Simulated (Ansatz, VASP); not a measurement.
## One calculation of La2O3, two programs

```xyz
5
Lattice="4.0079 0.0000 0.0000 -2.0039 3.4709 0.0000 0.0000 0.0000 6.2318" Properties=species:S:1:pos:R:3 pbc="T T T"
La    0.0000    2.3139    1.5345
La    2.0039    1.1570    4.6973
O     0.0000    0.0000    0.0000
O     0.0000    2.3139    4.0251
O     2.0039    1.1570    2.2067
```

Change from the starting cell: volume scaled by 1.06.

Alike in both runs: task single point; functional PBE; k mesh 8 × 8 × 5; occupations fermi-dirac, width 0.05 eV; no spin polarisation.

|  | VASP | Ansatz |
| --- | --- | --- |
| version | VASP 6.6.1 | Ansatz 0.2.0 |
| potentials or method | VASP PAW PBE potentials, release 64 (La, O), cutoff 520 eV | all-electron LAPW, scalar-relativistic |

Ansatz gave:

```
gap on the k mesh at the Fermi level (eV)                     : 3.79
least direct gap on the mesh (eV)                             : 3.99
pressure (GPa)                                                : -5.2
traceless stress, the component that is largest in VASP (GPa) : 1.28
rms of the force components (eV/Å)                            : 0.144
```

**Question.** Which values does VASP return?

**Answer.** gap on the k mesh at the Fermi level (eV): 3.80; least direct gap on the mesh (eV): 4.01; pressure (GPa): -5.4; traceless stress, the component that is largest in VASP (GPa): 1.32; rms of the force components (eV/Å): 0.148.

Atom by atom the forces differ by 0.004 eV/Å (rms over components). Ansatz ran all-electron here, and VASP with PAW potentials.

Spin-orbit coupling is off throughout.
